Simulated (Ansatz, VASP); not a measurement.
Mo: VASP beside Ansatz

File INCAR:

```
SYSTEM = Mo
ALGO = Normal
EDIFF = 1E-7
ENCUT = 520
GGA = PE
ISIF = 2
ISMEAR = -1
LASPH = .TRUE.
LCHARG = .TRUE.
LELF = .TRUE.
LREAL = .FALSE.
LVHAR = .TRUE.
LWAVE = .FALSE.
NBANDS = 13
NELM = 100
PREC = Accurate
SIGMA = 0.1
```

File KPOINTS:

```
k-points
0
G
  23 23 23
  0 0 0
```

The input POSCAR:

```
Mo
1.0
   -1.5380319296      1.5380319296      1.5380319296
    1.5380319296     -1.5380319296      1.5380319296
    1.5380319296      1.5380319296     -1.5380319296
Mo
1
Direct
    0.0000000000      0.0000000000      0.0000000000
```

Input for Ansatz:

```yaml
crystal:
  lattice:
    - [-1.5380319296, 1.5380319296, 1.5380319296]
    - [1.5380319296, -1.5380319296, 1.5380319296]
    - [1.5380319296, 1.5380319296, -1.5380319296]
  atoms:
    - { symbol: Mo, position: [0.0, 0.0, 0.0] }
hamiltonian:
  xc: pbe
  pseudopotentials:
    kind: paw
    azcp:
      Mo: "pseudopotentials/Mo.paw.azcp"
basis:
  ecutwfc: 420
  fft_grid_basis: typed
kpoints:
  mp_grid: { grid: [23, 23, 23], shift: [0, 0, 0] }
magnetization:
  spin_polarized: false
scf:
  occupations: { method: fermi_dirac, width: 0.1 }
output:
  stress: true
```

Alike in both runs: task single point; functional PBE; k mesh 23 × 23 × 23; occupations fermi-dirac, width 0.1 eV; no spin polarisation.

```csv
,VASP,Ansatz
version,VASP 6.6.1,Ansatz 0.2.0
potentials or method,"VASP PAW PBE potentials, release 64 (Mo_sv), cutoff 520 eV","plane waves (420 eV) with PAW, scalar-relativistic"
valence electrons in the cell,14,14
```

```tsv
	VASP	Ansatz	Ansatz less VASP
pressure (GPa)	25.9	25.1	-0.72
```
